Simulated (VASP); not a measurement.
Write the native input for VASP 6.6.1 that does the following.

```yaml
Task: single point
Functional: PBEsol
Potentials_or_basis: VASP PAW PBE potentials, release 64 (Ta_pv, N)
Cutoff: 520 eV
k_mesh: 10 × 10 × 9
Occupations: gaussian, width 0.05 eV
Spin: no spin polarisation
Dipole_correction: no
Further_INCAR_settings: ALGO = Normal; EDIFF = 1e-06; NBANDS = 15
```

The structure of TaN lies in POSCAR:

```
TaN
1.0
    2.9380000000      0.0000000000      0.0000000000
   -1.4690000000      2.5443826363      0.0000000000
    0.0000000000      0.0000000000      2.8830000000
Ta N
1 1
Direct
    0.0000000000      0.0000000000      0.5000000000
    0.6666666667      0.3333333333      0.0000000000
```

These files were run (other wordings do the same):

INCAR

```
SYSTEM = TaN
PREC = Accurate
ENCUT = 520
EDIFF = 1E-6
ISMEAR = 0
SIGMA = 0.05
LREAL = .FALSE.
LASPH = .TRUE.
NELM = 80
ALGO = Normal
ISIF = 2
LWAVE = .FALSE.
LCHARG = .FALSE.
GGA = PS
NBANDS = 15
```

KPOINTS

```
regular mesh
0
G
  10 10 9
  0 0 0
```

Potentials or basis: VASP PAW PBE potentials, release 64 (Ta_pv, N).

Run with:

```bash
$ cat potpaw_PBE.64/Ta_pv/POTCAR potpaw_PBE.64/N/POTCAR > POTCAR
$ mpirun -np 1 vasp_std > vasp.out
```

Results of the run:

```json
{
 "Pressure": "-4.1 GPa",
 "Band gap on the k mesh": "zero (band 8 reaches 8.30 eV, above the bottom of band 9 at 8.01 eV)"
}
```

Caveat: the PAW data sets were made with another functional, which shifts forces and pressure a little; spin-orbit coupling is left out, which moves the levels of the heavy elements.

Run time: 27 s on 1 thread of Intel Xeon 8259CL, on a shared host, peak memory 0.15 GiB.
